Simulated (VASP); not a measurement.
# CuAu2 (I4/mmm) in VASP: single point with PBE

Aim: the single point of CuAu2 with PBE.

Everything below comes from runs of VASP 6.6.1. Logs are shortened: lines on timing, memory, paths and dates and some standing lists are left out, and cuts for length are marked.

## Step 1: The cell of the first run

Symmetry: I4/mmm, No. 139, tetragonal system. The conventional cell has a = 2.912 Å, b = 2.912 Å, c = 11.325 Å, α = 90.00°, β = 90.00°, γ = 90.00°. Cu (site symmetry 4/mmm) has 8 Au at 2.71 Å and 4 Cu at 2.91 Å within 3.6 Å. Au (site symmetry 4mm) has 4 Cu at 2.71 Å and 9 Au at 2.91 to 3.51 Å within 3.6 Å.

## Step 2: Single point, PBE

Contents of INCAR:

```
PREC = Accurate
ENCUT = 520
EDIFF = 1E-6
ISMEAR = 0
SIGMA = 0.1
LREAL = False
LASPH = True
NELM = 80
ALGO = Fast
ISIF = 2
LWAVE = False
LCHARG = False
GGA = PE
NBANDS = 24
```

Contents of KPOINTS:

```
regular mesh
0
Gamma
  14 14 14
```

Contents of POSCAR:

```
CuAu2
1.0
    0.0000000000      0.0000000000      2.9122849151
    0.0000000000      2.9122849151      0.0000000000
   -5.6622759358     -1.4561424576     -1.4561424576
Cu Au
1 2
Direct
    0.3333333333      0.3333333333      0.6666666667
   -0.0116492994     -0.0116492994     -0.0232985987
    0.6783159660      0.6783159660      0.3566319321
```

Potentials or basis: VASP PAW PBE potentials, release 64 (Cu, Au).

The run is started by

```console
$ cat potpaw_PBE.64/Cu/POTCAR potpaw_PBE.64/Au/POTCAR > POTCAR
$ mpirun -np 1 vasp_std > vasp.out
```

OUTCAR:

```text
PREC = Accurate
   ENCUT = 520
   EDIFF = 1E-6
   ISMEAR = 0
   LREAL = False
   LASPH = True
   NELM = 80
   ISIF = 2
   GGA = PE

 ion  position               nearest neighbor table
   1  0.333  0.333  0.667-   3 2.71   2 2.71   2 2.71   2 2.71   3 2.71   3 2.71   2 2.71   3 2.71

   2  0.988  0.988  0.977-   1 2.71   1 2.71   1 2.71   1 2.71   3 2.98   3 2.98   3 2.98   3 2.98
                             3 3.51
   3  0.678  0.678  0.357-   1 2.71   1 2.71   1 2.71   1 2.71   2 2.98   2 2.98   2 2.98   2 2.98
                             2 3.51

  LATTYP: Found a body centered tetragonal cell.
 ALAT       =     2.9122849151
 C/A-ratio  =     3.8885453181

  Lattice vectors:

 A1 = (   5.6622759358,  -1.4561424575,   1.4561424576)
 A2 = (   5.6622759358,   1.4561424576,  -1.4561424575)
 A3 = (  -5.6622759358,   1.4561424575,   1.4561424575)

Analysis of symmetry for initial positions (statically):
=====================================================================
 Subroutine PRICEL returns:
 Original cell was already a primitive cell.

 Routine SETGRP: Setting up the symmetry group for a
 body centered tetragonal supercell.

 Subroutine GETGRP returns: Found 16 space group operations
 (whereof  8 operations were pure point group operations)
 out of a pool of 16 trial point group operations.

The static configuration has the point symmetry C_4v.
 The point group associated with its full space group is D_4h.

Analysis of symmetry for dynamics (positions and initial velocities):
=====================================================================
 Subroutine PRICEL returns:
 Original cell was already a primitive cell.

 Routine SETGRP: Setting up the symmetry group for a
 body centered tetragonal supercell.

 Subroutine GETGRP returns: Found 16 space group operations
 (whereof  8 operations were pure point group operations)
 out of a pool of 16 trial point group operations.

The dynamic configuration has the point symmetry C_4v.
 The point group associated with its full space group is D_4h.

 Subroutine INISYM returns: Found 16 space group operations
 (whereof  8 operations are pure point group operations),
 and found     1 'primitive' translations

----------------------------------------------------------------------------------------

                                     Primitive cell

  volume of cell :      48.0240

  direct lattice vectors                    reciprocal lattice vectors
     0.000000000  0.000000000  2.912284915    -0.088303715  0.000000000  0.343372997
     0.000000000  2.912284915  0.000000000    -0.088303715  0.343372997  0.000000000
[... 84 lines left out ...]
   LASPH  =      T    aspherical Exc in radial PAW
   ENCUT  =  520.0 eV  38.22 Ry    6.18 a.u.   5.41  5.41 11.20*2*pi/ulx,y,z
   NELM   =     80;   NELMIN=  2; NELMDL= -5     # of ELM steps
   EDIFF  = 0.1E-05   stopping-criterion for ELM
   LREAL  =      F    real-space projection
   EDIFFG = 0.1E-04   stopping-criterion for IOM
   NSW    =      0    number of steps for IOM
   IBRION =     -1    ionic relax: 0-MD 1-quasi-New 2-CG
   NFREE  =      0    steps in history (QN), initial steepest desc. (CG)
   ISIF   =      2    stress and relaxation
   ISYM   =      2    0-nonsym 1-usesym 2-fastsym
   POTIM  = 0.5000    time-step for ionic-motion
   TEBEG  =    0.0;   TEEND  =   0.0 temperature during run
   PSTRESS=    0.0 pullay stress
   NELECT =      33.0000    total number of electrons
   NUPDOWN=      -1.0000    fix difference up-down
   EMIN   =  10.00;   EMAX   =-10.00  energy-range for DOS
   EFERMI =   0.00;   METHOD = LEGACY
   ISMEAR =     0;   SIGMA  =   0.10  broadening in eV -4-tet -1-fermi 0-gaus
   EFERMI_NEDOS =   21; number of points for ismear=-14 and -15
   IALGO  =     68    algorithm
   IMIX   =      4    mixing-type and parameters
     AMIX     =   0.40;   BMIX     =  1.00
     AMIX_MAG =   1.60;   BMIX_MAG =  1.00
  volume/ion in A,a.u.               =      16.01       108.03
  Fermi-wavevector in a.u.,A,eV,Ry     =   1.444641  2.729975 28.395185  2.086987
  Thomas-Fermi vector in A             =   2.562913
   LORBIT       =      0    0 simple, 1 ext, 2 COOP (PROOUT), +10 PAW based schemes
   GGA     = PE    functional components
   LHFCALC =     F    Hartree Fock is set to
   AEXX    =    0.0000 exact exchange contribution
   IVDW    =     0    specifies the selected vdW correction
   LEPSILON=     F    determine dielectric tensor
   LRPA    =     F    only Hartree local field effects (RPA)
 non-spin polarized calculation
 RMM-DIIS sequential band-by-band and
 Gauss-broadening in eV      SIGMA  =   0.10
  energy-cutoff  :      520.00
  volume of cell :       48.02
 maximum number of plane-waves:      1330
 NGX is ok and might be reduce to    24
   NGX = 11   NGY = 11   NGZ = 23

 number of electron      33.0000005 magnetization

 Free energy of the ion-electron system (eV)
  ---------------------------------------------------
  ext. energy  EPLUGINS =         0.00000000
  ---------------------------------------------------
  free energy    TOTEN  =       -10.31010337 eV

  energy without entropy =      -10.30676296  energy(sigma->0) =      -10.30843316

 E-fermi :   8.3561     XC(G=0): -12.4492

 val. band max:        8.3496200406   @ k =  -0.2143   0.5000   0.0714
 cond. band min:       8.3658362339   @ k =   0.4286   0.2143   0.1429
 fundamental gap:      0.0162161933
 Fermi energy:         8.3560727259

 k-point     1 :       0.0000    0.0000    0.0000
  band No.  band energies     occupation
      1      -0.9959      2.00000
      2       1.6683      2.00000
      3       2.3119      2.00000
      4       2.8557      2.00000
      5       3.0666      2.00000
      6       4.2468      2.00000
[... 637 lines left out ...]
     23      20.7799      0.00000
     24      20.9216      0.00000

 [... further k-points ...]
[... 5 lines left out ...]
  --------------------------------------------------------------------------------------
  -------------------------------------------------------------------------------------
  Total        0.1741190      0.1638761      0.1638761      0.0000000      0.0000000      0.0000000
  in kB        5.8089540      5.4672300      5.4672300      0.0000000      0.0000000      0.0000000
  external PRESSURE =       5.5811380 kB  Pullay stress =       0.0000000 kB

 VOLUME and BASIS-vectors are now :
 -----------------------------------------------------------------------------
  energy-cutoff  :      520.00
  volume of cell :       48.02
      direct lattice vectors                 reciprocal lattice vectors
     0.000000000  0.000000000  2.912284915    -0.088303715  0.000000000  0.343372997
     0.000000000  2.912284915  0.000000000    -0.088303715  0.343372997  0.000000000
    -5.662275936 -1.456142458 -1.456142458    -0.176607430  0.000000000  0.000000000

 POSITION                                       TOTAL-FORCE (eV/Angst)
 -----------------------------------------------------------------------------------
     -3.77485     -0.00000     -0.00000         0.000000     -0.000000      0.000000
     -5.53035      1.45614      1.45614        -0.007412     -0.000000     -0.000000
     -2.01935      1.45614      1.45614         0.007412      0.000000      0.000000
 -----------------------------------------------------------------------------------
    total drift:                               -0.000000      0.000000      0.000000

  FREE ENERGIE OF THE ION-ELECTRON SYSTEM (eV)
  ---------------------------------------------------
  free  energy   TOTEN  =       -10.3101033712 eV

  energy  without entropy=      -10.3067629569  energy(sigma->0) =      -10.30843316
```

It took 3 min on 1 thread of AMD EPYC 9R45 (Zen 5), shared host; peak memory 0.35 GiB.

What came out:

```
Free energy            : -10.3101 eV
Pressure               : 0.6 GPa
Largest force          : 0.007 eV/Å
Band gap on the k mesh : zero (an odd number of electrons rules out a gap without spin polarisation)
```

Forces in eV/Å, atoms in the order of the input:
```
Cu   0.000  0.000  0.000
Au  -0.007  0.000  0.000
Au   0.007  0.000  0.000
```

Caveat: spin-orbit coupling is left out, which moves the levels of the heavy elements.
